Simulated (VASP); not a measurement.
Wanted: the native input for a VASP 6.6.1 run.

| Property | Result |
| --- | --- |
| Task | single point |
| Functional | PBEsol |
| Dispersion | D3(BJ) |
| Potentials or basis | VASP PAW PBE potentials, release 64 (Lu, H) |
| Cutoff | 520 eV |
| k mesh | 10 × 10 × 10 |
| Occupations | fermi-dirac, width 0.1 eV |
| Spin | no spin polarisation |
| Dipole correction | no |
| Further INCAR settings | ALGO = Normal; EDIFF = 1e-06; NBANDS = 20 |

The structure of LuH2 lies in POSCAR:

```
LuH2
1.0
    0.0000000000      2.5818926819      2.5818926819
    2.5818926819      0.0000000000      2.5818926819
    2.5818926819      2.5818926819      0.0000000000
Lu H
1 2
Direct
    0.0000000000      0.0000000000      0.0000000000
    0.2500000000      0.2500000000      0.2500000000
    0.7500000000      0.7500000000      0.7500000000
```

These files were run (other wordings do the same):

INCAR

```
  PREC = Accurate
  ENCUT = 520
  EDIFF = 1E-6
  ISMEAR = -1
  SIGMA = 0.1
  LREAL = False
  LASPH = True
  NELM = 60
  ALGO = Normal
  ISIF = 2
  LWAVE = False
  LCHARG = False
  GGA = PS
  IVDW = 12
  NBANDS = 20
```

KPOINTS

```
regular mesh
0
Gamma
  10 10 10
```

Potentials or basis: VASP PAW PBE potentials, release 64 (Lu, H).

Command:

```sh
$ cat potpaw_PBE.64/Lu/POTCAR potpaw_PBE.64/H/POTCAR > POTCAR
$ mpirun -np 1 vasp_std > vasp.out
```

It gave:

```json
{"Pressure": "-11.7 GPa", "Band gap on the k mesh": "zero (an odd number of electrons rules out a gap without spin polarisation)", "Dispersion energy per atom": "-0.168 eV"}
```

Caveat: three body term missing; the cell stands under tension; the PAW data sets were made with another functional, which shifts forces and pressure a little; spin-orbit coupling is left out, which moves the levels of the heavy elements.

Run time: 70 s on 1 thread of Intel Xeon 8259CL (shared host), peak memory 0.19 GiB.
